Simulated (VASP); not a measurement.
Wanted: the native input for a VASP 6.6.1 run.

```
Task                   : single point
Functional             : PBE
Potentials or basis    : VASP PAW PBE potentials, release 64 (Cs_sv)
Cutoff                 : 520 eV
k mesh                 : 3 × 3 × 1
Occupations            : gaussian, width 0.1 eV
Spin                   : no spin polarisation
Dipole correction      : yes
Further INCAR settings : ALGO = Normal; EDIFF = 1e-06; NBANDS = 36
```

The structure of Cs lies in POSCAR:

```
Cs
1.0
   11.8652440000      0.0000000000      0.0000000000
   -5.9326220000     10.2756030000      0.0000000000
    0.0000000000      0.0000000000     15.0000000000
Cs
6
Direct
    0.6697458400      0.0000000000      0.5079087400
    0.0000000000      0.6697458400      0.5079087400
    0.3302541600      0.3302541600      0.5079087400
    0.0000000000      0.3302541600      0.4920912600
    0.3302541600      0.0000000000      0.4920912600
    0.6697458400      0.6697458400      0.4920912600
```

The cell was generated, and may not be a known phase.

One way to write it, as run:

INCAR

```
SYSTEM = Cs
ALGO = Normal ; DIPOL = 0.5 0.5 0.500
EDIFF = 1E-6 ; ENCUT = 520
GGA = PE ; IDIPOL = 3
ISIF = 2 ; ISMEAR = 0
LASPH = .TRUE. ; LCHARG = .TRUE.
LDIPOL = .TRUE. ; LELF = .TRUE.
LREAL = .FALSE. ; LVACPOTAV = .TRUE.
LVHAR = .TRUE. ; LWAVE = .FALSE.
NBANDS = 36 ; NELM = 100
PREC = Accurate ; SIGMA = 0.1
```

KPOINTS

```
k-points
0
G
  3 3 1
  0 0 0
```

Potentials or basis: VASP PAW PBE potentials, release 64 (Cs_sv).

The run is started by

```console
$ cat potpaw_PBE.64/Cs_sv/POTCAR > POTCAR
$ mpirun -np 1 vasp_std > vasp.out
```

Results of the run:

The largest force is 0.105 eV/Å.

Run time: 5.3 min on 1 thread of Intel(R) Xeon(R) 6975P-C (Granite Rapids) (shared host), peak memory 1.4 GiB.
